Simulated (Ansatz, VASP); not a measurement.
**HgTe in VASP and in Ansatz**

INCAR

```
SYSTEM = HgTe
PREC = Accurate
ENCUT = 520
EDIFF = 1E-7
ISMEAR = 0
SIGMA = 0.15
LREAL = .FALSE.
LASPH = .TRUE.
NELM = 60
ALGO = Normal
ISIF = 2
LWAVE = .FALSE.
LCHARG = .FALSE.
GGA = PE
NBANDS = 16
```

Contents of KPOINTS:

```
regular mesh
0
G
  14 14 14
  0 0 0
```

The input POSCAR:

```
HgTe
1.0
    0.0000000000      2.8159866281      4.2239799421
    2.8159866281      0.0000000000      4.2239799421
    2.8159866281      2.8159866281      0.0000000000
Hg Te
1 1
Direct
    0.0000000000      0.0000000000      0.0000000000
    0.7500000000      0.7500000000      0.7500000000
```

Input for Ansatz:

```yaml
crystal:
  lattice:
    - [0.0, 2.8159866281, 4.2239799421]
    - [2.8159866281, 0.0, 4.2239799421]
    - [2.8159866281, 2.8159866281, 0.0]
  atoms:
    - { symbol: Hg, position: [0.0, 0.0, 0.0] }
    - { symbol: Te, position: [0.75, 0.75, 0.75] }
basis:
  ecutwfc: 420
kpoints:
  mp_grid: { grid: [14, 14, 14] }
hamiltonian:
  xc: pbe
scf:
  occupations: { method: gaussian, width: 0.15 }
output:
  forces: true
  stress: true
  eigenvalues: true
  write_density: true
  write_potential: true
  elf: true
  volumetric_format: npy
```

Alike in both runs: task single point; functional PBE; k mesh 14 × 14 × 14; occupations gaussian, width 0.15 eV; no spin polarisation.

|  | VASP | Ansatz |
| --- | --- | --- |
| version | VASP 6.6.1 | Ansatz 0.2.0 |
| potentials or method | VASP PAW PBE potentials, release 64 (Hg, Te), cutoff 520 eV | scalar-relativistic, plane waves, PAW |
| valence electrons in the cell | 18 | 36 |

|  | VASP | Ansatz | Ansatz less VASP |
| --- | --- | --- | --- |
| gap on the k mesh at the Fermi level (eV) | none | none | - |
| pressure (GPa) | 2.0 | 1.9 | -0.09 |
| traceless stress, the component that is largest in VASP (GPa) | -5.14 | -5.19 | -0.046 |

A gap of «none» marks a metal or a gap that the smearing closes. VASP's potentials hold 18 valence electrons a cell and Ansatz's 36, so a difference there can come from the potentials and not from the codes.

Spin-orbit coupling is off throughout.
